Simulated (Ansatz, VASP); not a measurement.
## Al2Cu in VASP and in Ansatz

```
CELL_PARAMETERS angstrom
-2.96633 2.96633 2.39246
2.96633 -2.96633 2.39246
2.96633 2.96633 -2.39246
ATOMIC_POSITIONS crystal
Al 0.34042 0.15958 0.50000
Al 0.15958 0.65958 0.81917
Al 0.84042 0.34042 0.18083
Al 0.65958 0.84042 0.50000
Cu 0.75000 0.75000 0.00000
Cu 0.25000 0.25000 0.00000
```

Alike in both runs: functional LDA; k mesh 10 × 10 × 10; occupations gaussian, width 0.1 eV; no spin polarisation.

Ansatz relaxed the structure, and its values are those at the end. VASP's run is a single point on that final structure, the one shown.

|  | VASP | Ansatz |
| --- | --- | --- |
| version | VASP 6.6.1 | Ansatz 0.2.0 |
| potentials or method | VASP PAW LDA potentials, release 64 (Al, Cu), cutoff 520 eV | scalar-relativistic, plane waves, PAW |
| valence electrons in the cell | 34 | 50 |

```csv
,VASP,Ansatz,Ansatz less VASP
gap on the k mesh at the Fermi level (eV),none,none,-
pressure (GPa),0.4,0.0,-0.36
```

Ansatz warns that its potentials were made for another functional, while VASP's fit it. LDA's correlation is that of Perdew and Zunger in VASP and of Perdew and Wang (1992) in Ansatz. A gap of «none» marks a metal or a gap that the smearing closes. VASP's potentials hold 34 valence electrons a cell and Ansatz's 50, so a difference there can come from the potentials and not from the codes.
